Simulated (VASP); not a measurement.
# SnO (Pm) in VASP: notebook, part 2 of 2

VASP 6.6.1. The steps go on from the part before.

## 4. Single point, PBE (atom 3 (O) moved by (-0.100, +0.000) A along x and z)

INCAR

```
ALGO = Normal
EDIFF = 1E-6
ENCUT = 520
GGA = PE
ISIF = 2
ISMEAR = 0
LASPH = True
LCHARG = False
LREAL = False
LWAVE = False
NBANDS = 28
NELM = 60
PREC = Accurate
SIGMA = 0.05
```

KPOINTS

```
k-points
0
Gamma
  10 10 8
```

POSCAR

```
SnO
1.0
    3.8681707514      0.0000000000      0.0000000000
    0.0000000000      3.8681707514      0.0000000000
    0.0000000000      0.0000000000      5.0672768981
Sn O
2 2
Direct
    0.0000000000      0.5000000000      0.2287361932
    0.5000000000      0.0000000000      0.7712638068
   -0.0258520129      0.0000000000      0.0000000000
    0.5000000000      0.5000000000      0.0000000000
```

Potentials or basis: VASP PAW PBE potentials, release 64 (Sn_d, O).

On the command line:

```console
$ cat potpaw_PBE.64/Sn_d/POTCAR potpaw_PBE.64/O/POTCAR > POTCAR
$ mpirun -np 1 vasp_std > vasp.out
```

OUTCAR:

```text
EDIFF = 1E-6
   ENCUT = 520
   GGA = PE
   ISIF = 2
   ISMEAR = 0
   LASPH = True
   LREAL = False
   NELM = 60
   PREC = Accurate

 ion  position               nearest neighbor table
   1  0.000  0.500  0.229-   4 2.25   4 2.25   3 2.26   3 2.26   2 3.59   2 3.59   2 3.59   2 3.59

   2  0.500  0.000  0.771-   3 2.17   4 2.25   4 2.25   3 2.34   1 3.59   1 3.59   1 3.59   1 3.59

   3  0.974  0.000  0.000-   2 2.17   1 2.26   1 2.26   2 2.34
   4  0.500  0.500  0.000-   1 2.25   2 2.25   2 2.25   1 2.25

  LATTYP: Found a simple tetragonal cell.
 ALAT       =     3.8681707514
 C/A-ratio  =     1.3099930752

  Lattice vectors:

 A1 = (   3.8681707514,   0.0000000000,   0.0000000000)
 A2 = (   0.0000000000,   3.8681707514,   0.0000000000)
 A3 = (   0.0000000000,   0.0000000000,   5.0672768981)

Analysis of symmetry for initial positions (statically):
=====================================================================
 Subroutine PRICEL returns:
 Original cell was already a primitive cell.

[... 171 lines left out ...]

  energy without entropy =      -22.69039499  energy(sigma->0) =      -22.69039499

 E-fermi :   6.4190     XC(G=0):  -9.8209

 val. band max:        6.1298220713   @ k =   0.0000   0.0000   0.0000
 cond. band min:       6.6344323993   @ k =   0.5000   0.5000   0.0000
 fundamental gap:      0.5046103280
 Fermi energy:         6.4190310406

 k-point     1 :       0.0000    0.0000    0.0000
  band No.  band energies     occupation
      1     -15.6121      2.00000
      2     -15.2539      2.00000
      3     -15.2437      2.00000
      4     -15.2427      2.00000
      5     -15.2103      2.00000
      6     -15.1963      2.00000
[... 733 lines left out ...]
     27      13.9216      0.00000
     28      14.4005      0.00000

 [... further k-points ...]

------------------------ aborting loop because EDIFF is reached ----------------------------------------

  FORCE on cell =-STRESS in cart. coord.  units (eV):
  Direction    XX          YY          ZZ          XY          YZ          ZX
  --------------------------------------------------------------------------------------
  -------------------------------------------------------------------------------------
  Total        0.3157794      0.1514117      0.1732481      0.0000000      0.0000000      0.2875129
  in kB        6.6728045      3.1995137      3.6609453      0.0000000      0.0000000      6.0755004
  external PRESSURE =       4.5110878 kB  Pullay stress =       0.0000000 kB

 VOLUME and BASIS-vectors are now :
 -----------------------------------------------------------------------------
  energy-cutoff  :      520.00
  volume of cell :       75.82
      direct lattice vectors                 reciprocal lattice vectors
     3.868170751  0.000000000  0.000000000     0.258520129  0.000000000  0.000000000
     0.000000000  3.868170751  0.000000000     0.000000000  0.258520129  0.000000000
     0.000000000  0.000000000  5.067276898     0.000000000  0.000000000  0.197344653

 POSITION                                       TOTAL-FORCE (eV/Angst)
 -----------------------------------------------------------------------------------
      0.00000      1.93409      1.15907        -0.094088      0.000000      0.059917
      1.93409      0.00000      3.90821        -0.236036      0.000000     -0.146708
      3.76817      0.00000      0.00000         0.720755      0.000000      0.096611
      1.93409      1.93409      0.00000        -0.390631      0.000000     -0.009821
 -----------------------------------------------------------------------------------
    total drift:                               -0.000065      0.000000      0.000018

  FREE ENERGIE OF THE ION-ELECTRON SYSTEM (eV)
  ---------------------------------------------------
  free  energy   TOTEN  =       -22.6903949911 eV

  energy  without entropy=      -22.6903949911  energy(sigma->0) =      -22.69039499
```

OSZICAR:

```text
N       E                     dE             d eps       ncg     rms          rms(c)
DAV:   1     0.416289915222E+03    0.41629E+03   -0.19804E+04 14516   0.211E+03
DAV:   2     0.381014493943E+02   -0.37819E+03   -0.36342E+03 14652   0.533E+02
DAV:   3    -0.234548246462E+02   -0.61556E+02   -0.60337E+02 16120   0.181E+02
DAV:   4    -0.264565076748E+02   -0.30017E+01   -0.29868E+01 16152   0.429E+01
DAV:   5    -0.265282025201E+02   -0.71695E-01   -0.71685E-01 15236   0.718E+00    0.118E+01
DAV:   6    -0.227462563145E+02    0.37819E+01   -0.18276E+01 22796   0.459E+01    0.511E+00
DAV:   7    -0.227112992836E+02    0.34957E-01   -0.22362E+00 16696   0.882E+00    0.251E+00
DAV:   8    -0.226969233658E+02    0.14376E-01   -0.31298E-01 17444   0.369E+00    0.815E-01
DAV:   9    -0.226892635981E+02    0.76598E-02   -0.50508E-02 22848   0.217E+00    0.251E-01
DAV:  10    -0.226908234086E+02   -0.15598E-02   -0.83553E-03 18564   0.803E-01    0.160E-01
DAV:  11    -0.226903537675E+02    0.46964E-03   -0.23020E-03 21228   0.418E-01    0.212E-02
DAV:  12    -0.226904021370E+02   -0.48369E-04   -0.35091E-04 14844   0.102E-01    0.360E-02
DAV:  13    -0.226903946752E+02    0.74618E-05   -0.46709E-05 18372   0.629E-02    0.664E-03
DAV:  14    -0.226903949911E+02   -0.31594E-06   -0.51393E-06 14776   0.146E-02
   1 F= -.22690395E+02 E0= -.22690395E+02  d E =-.344165E-12
```

stdout:

```text
POSCAR found type information on POSCAR SnO
 POSCAR found :  2 types and       4 ions
 scaLAPACK will be used
 LDA part: xc-table for (Slater+PW92), standard interpolation
 POSCAR, INCAR and KPOINTS ok, starting setup
 FFT: planning ... GRIDC
 FFT: planning ... GRID_SOFT
 FFT: planning ... GRID
 WAVECAR not read
 entering main loop
```

Run time: 9.2 min. Hardware: 1 thread of Intel Xeon 8259CL, shared host; peak memory 0.51 GiB.

What came out:

```
Free energy            : -22.6904 eV
Pressure               : 0.5 GPa
Largest force          : 0.727 eV/Å
Band gap on the k mesh : 0.50 eV (least direct gap 1.89 eV)
```

Forces in eV/Å, atoms in the order of the input:
```
Sn  -0.094  0.000  0.060
Sn  -0.236  0.000 -0.147
O    0.721  0.000  0.097
O   -0.391  0.000 -0.010
```

Stress tensor (GPa, compression positive):
```
0.67 0.00 0.61
0.00 0.32 0.00
0.61 0.00 0.37
```

Caveat: the cell differs from its parent crystal (atom 3 (O) moved by (-0.100, +0.000) A along x and z); spin-orbit coupling is left out, which moves the levels of the heavy elements.

## 5. Summary

```tsv
cell	gap on the mesh (eV)	pressure (GPa)	largest force (eV/Å)
as given, atomic positions A	0.48	0.6	1.22
as given, atomic positions B	0.48	0.5	0.80
as given, atomic positions C	0.50	0.5	0.73
```

Alike in all rows: task single point; level PBE; potentials or basis VASP PAW PBE potentials, release 64 (Sn_d, O); no spin polarisation; k mesh 10 × 10 × 8; cutoff (eV) 520; smearing gaussian 0.05 eV.

Caveats: spin-orbit coupling is left out, which moves the levels of the heavy elements; forces of over 1 eV/Å act on the atoms, so gaps and moduli don't describe the material at rest (at least some runs).

Absolute energies hang on the potentials; compare differences alone.
